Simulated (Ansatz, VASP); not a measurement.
**One calculation of GdO, two programs**

The input POSCAR:

```
GdO
1.0
    0.0000000000      2.7000000000      2.7000000000
    2.7000000000      0.0000000000      2.7000000000
    2.7000000000      2.7000000000      0.0000000000
Gd O
1 1
Direct
    0.0000000000      0.0000000000      0.0000000000
    0.7500000000      0.7500000000      0.7500000000
```

Contents of INCAR.step1:

```
ALGO = Normal ; EDIFF = 1E-4
ENCUT = 520 ; GGA = PE
ISMEAR = -1 ; ISPIN = 2
LASPH = T ; LCHARG = F
LMAXMIX = 6 ; LREAL = F
LWAVE = T ; MAGMOM = 7 0
NBANDS = 23 ; NELM = 150
PREC = Accurate ; SIGMA = 0.05
```

Contents of INCAR.step2:

```
ALGO = Normal ; EDIFF = 1E-6
ENCUT = 520 ; ISIF = 2
ISMEAR = -1 ; ISPIN = 2
ISTART = 1 ; LASPH = T
LCHARG = T ; LELF = T
LMAXMIX = 6 ; LMIXTAU = T
LORBIT = 11 ; LREAL = F
LVHAR = T ; LWAVE = F
MAGMOM = 7 0 ; METAGGA = R2SCAN
NBANDS = 23 ; NELM = 150
PREC = Accurate ; SIGMA = 0.05
```

KPOINTS

```
k-points
0
Gamma
  9 9 9
```

The input input.yaml:

```yaml
crystal:
  lattice:
    - [0.0, 2.7, 2.7]
    - [2.7, 0.0, 2.7]
    - [2.7, 2.7, 0.0]
  atoms:
    - { symbol: Gd, position: [0.0, 0.0, 0.0], spin: 7.0 }
    - { symbol: O, position: [0.75, 0.75, 0.75] }
hamiltonian:
  xc: r2scan
  pseudopotentials: { kind: paw }
magnetization:
  spin_polarized: true
kpoints:
  mp_grid: { grid: [9, 9, 9] }
  band_path:
    path:
      - [[0.0, 0.0, 0.0], [0.5, 0.0, 0.5], [0.5, 0.25, 0.75], [0.375, 0.375, 0.75], [0.0, 0.0, 0.0], [0.5, 0.5, 0.5], [0.625, 0.25, 0.625], [0.5, 0.25, 0.75], [0.5, 0.5, 0.5], [0.375, 0.375, 0.75]]
      - [[0.625, 0.25, 0.625], [0.5, 0.0, 0.5]]
    npoints: 14
scf:
  occupations: { method: fermi_dirac, width: 0.05 }
  n_extra_bands: 6
output:
  forces: true
  stress: true
  eigenvalues: true
  fatbands: false
```

Alike in both runs: functional r2SCAN; k mesh 9 × 9 × 9; occupations fermi-dirac, width 0.05 eV; collinear spin.

|  | VASP | Ansatz |
| --- | --- | --- |
| version | VASP 6.6.1 | Ansatz 0.2.0 |
| potentials or method | VASP PAW PBE potentials, release 64 (Gd, O) | Ansatz PAW |
| plane-wave cutoff (eV) | 520 | 500 |
| valence electrons in the cell | 24 | 24 |
| task | single point | band structure |

```tsv
	VASP	Ansatz	Ansatz less VASP
gap on the k mesh at the Fermi level (eV)	none	none	-
pressure (GPa)	-2.4	-2.3	+0.05
net moment per atom (μB)	3.97	3.97	+0.001
size of the moment on the site where the two differ most (μB)	6.99	7.03	+0.041
```

VASP's potentials were made for PBE, not for r2SCAN. Site moments also hang on the region over which each program counts them. A gap of «none» marks a metal or a gap that the smearing closes.

Spin-orbit coupling is off throughout. Noted on Ansatz's run: the magnetic or orbital state may not be the lowest.
